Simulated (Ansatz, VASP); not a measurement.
# SnBr4Cl in VASP and in Ansatz

```
Sn Br Cl
1.0
     5.49849    0.00000    0.00000
     0.00000    5.49849    0.00000
     0.00000    0.00000    8.46054
Sn Br Cl
1 4 1
Direct
  0.00000 0.00000 0.00000
  0.50000 0.00000 0.00000
  0.00000 0.50000 0.00000
  0.00000 0.00000 0.29733
  0.00000 0.00000 0.70267
  0.50000 0.50000 0.50000
```

Change from the starting cell: species swapped into the RbAlF4 type (P4/mmm, No. 123).

Alike in both runs: functional PBE; k mesh 8 × 8 × 6; occupations gaussian, width 0.1 eV; no spin polarisation.

Ansatz relaxed the structure, and its values are those at the end. VASP's run is a single point on that final structure, the one shown.

|  | VASP | Ansatz |
| --- | --- | --- |
| version | VASP 6.6.1 | Ansatz 0.2.0 |
| potentials or method | VASP PAW PBE potentials, release 64 (Sn_d, Br, Cl), cutoff 520 eV | scalar-relativistic, plane waves, PAW |
| valence electrons in the cell | 49 | 49 |

|  | VASP | Ansatz | Ansatz less VASP |
| --- | --- | --- | --- |
| gap on the k mesh at the Fermi level (eV) | none | none | - |
| pressure (GPa) | 0.0 | 0.0 | +0.01 |

A gap of «none» marks a metal or a gap that the smearing closes.
